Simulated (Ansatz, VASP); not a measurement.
**Two plane-wave programs on Ni**

Contents of POSCAR:

```
Ni
1.0
   -1.3637541148      1.3637541148      1.3637541148
    1.3637541148     -1.3637541148      1.3637541148
    1.3637541148      1.3637541148     -1.3637541148
Ni
1
Direct
    0.0000000000      0.0000000000      0.0000000000
```

The input INCAR.step1:

```
SYSTEM = Ni
PREC = Accurate
ENCUT = 520
ISMEAR = -1
SIGMA = 0.05
LREAL = .FALSE.
LASPH = .TRUE.
NELM = 150
ISPIN = 2
MAGMOM = 0.685
LMAXMIX = 4
NBANDS = 15
GGA = PE
ALGO = Normal
EDIFF = 1E-4
LWAVE = .TRUE.
LCHARG = .FALSE.
```

Contents of INCAR.step2:

```
SYSTEM = Ni
PREC = Accurate
ENCUT = 520
EDIFF = 1E-6
ISMEAR = -1
SIGMA = 0.05
LREAL = .FALSE.
LASPH = .TRUE.
NELM = 150
ALGO = Normal
ISIF = 2
LWAVE = .FALSE.
LCHARG = .TRUE.
ISPIN = 2
MAGMOM = 0.685
LORBIT = 11
LMAXMIX = 4
METAGGA = R2SCAN
LMIXTAU = .TRUE.
LELF = .TRUE.
LVHAR = .TRUE.
NBANDS = 15
ISTART = 1
```

KPOINTS

```
Automatic mesh
0
G
  18 18 18
  0 0 0
```

Input for Ansatz:

```yaml
crystal:
  lattice:
    - [-1.3637541148, 1.3637541148, 1.3637541148]
    - [1.3637541148, -1.3637541148, 1.3637541148]
    - [1.3637541148, 1.3637541148, -1.3637541148]
  atoms:
    - { symbol: Ni, position: [0.0, 0.0, 0.0], spin: 0.685 }
hamiltonian:
  xc: r2scan
  pseudopotentials:
    kind: paw
    azcp:
      Ni: "pseudopotentials/Ni.paw.azcp"
basis:
  ecutwfc: 500
  fft_grid_basis: typed
kpoints:
  mp_grid: { grid: [18, 18, 18], shift: [0, 0, 0] }
magnetization:
  spin_polarized: true
scf:
  occupations: { method: fermi_dirac, width: 0.05 }
  lower_state_search: "off"
output:
  stress: true
```

Alike in both runs: task single point; functional r2SCAN; k mesh 18 × 18 × 18; occupations fermi-dirac, width 0.05 eV; collinear spin.

|  | VASP | Ansatz |
| --- | --- | --- |
| version | VASP 6.6.1 | Ansatz 0.2.0 |
| potentials or method | VASP PAW PBE potentials, release 64 (Ni), cutoff 520 eV | plane waves (500 eV) with PAW, scalar-relativistic |
| valence electrons in the cell | 10 | 18 |

```csv
,VASP,Ansatz,Ansatz less VASP
pressure (GPa),10.4,10.0,-0.43
net moment per atom (μB),0.60,0.61,+0.008
size of the moment on the site where the two differ most (μB),0.61,0.66,+0.051
```

VASP's potentials were made for PBE, not for r2SCAN. Site moments also hang on the region over which each program counts them. VASP's potentials hold 10 valence electrons a cell and Ansatz's 18, so a difference there can come from the potentials and not from the codes. Ansatz's warnings: stability check not made.
